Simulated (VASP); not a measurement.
Here is a VASP 6.6.1 calculation.

Contents of POSCAR:

```
PbS
1.0
    0.0000000000      2.9872321667      2.9872321667
    2.9872321667      0.0000000000      2.9872321667
    2.9872321667      2.9872321667      0.0000000000
Pb S
1 1
Direct
    0.0000000000      0.0000000000      0.0000000000
    0.5000000000      0.5000000000      0.5000000000
```

Contents of INCAR.step1:

```
SYSTEM = PbS
PREC = Accurate
ENCUT = 520
ISMEAR = 0
SIGMA = 0.01
LREAL = .FALSE.
LASPH = .TRUE.
NELM = 80
NBANDS = 17
GGA = PE
ALGO = Normal
EDIFF = 1E-4
LWAVE = .TRUE.
LCHARG = .FALSE.
```

The input INCAR.step2:

```
SYSTEM = PbS
PREC = Accurate
ENCUT = 520
EDIFF = 1E-6
ISMEAR = 0
SIGMA = 0.01
LREAL = .FALSE.
LASPH = .TRUE.
NELM = 80
ALGO = Normal
ISIF = 2
LWAVE = .FALSE.
LCHARG = .TRUE.
METAGGA = R2SCAN
LMIXTAU = .TRUE.
LELF = .TRUE.
LVHAR = .TRUE.
NBANDS = 17
ISTART = 1
```

The input KPOINTS:

```
regular mesh
0
G
  8 8 8
  0 0 0
```

Potentials or basis: VASP PAW PBE potentials, release 64 (Pb_d, S).

Launch:

```console
$ cat potpaw_PBE.64/Pb_d/POTCAR potpaw_PBE.64/S/POTCAR > POTCAR
$ cp INCAR.step1 INCAR
$ mpirun -np 1 vasp_std > vasp.out
$ cp INCAR.step2 INCAR
$ mpirun -np 1 vasp_std > vasp.out
```

Problem. Predict the pressure.

Solution. 0.0 GPa.

Problem. What does it give for the band gap on the k mesh?

Solution. 0.70 eV, direct.

Caveat: the PAW data sets were made with another functional, which shifts forces and pressure a little; spin-orbit coupling is left out, which moves the levels of the heavy elements. A k mesh can miss the band edges.
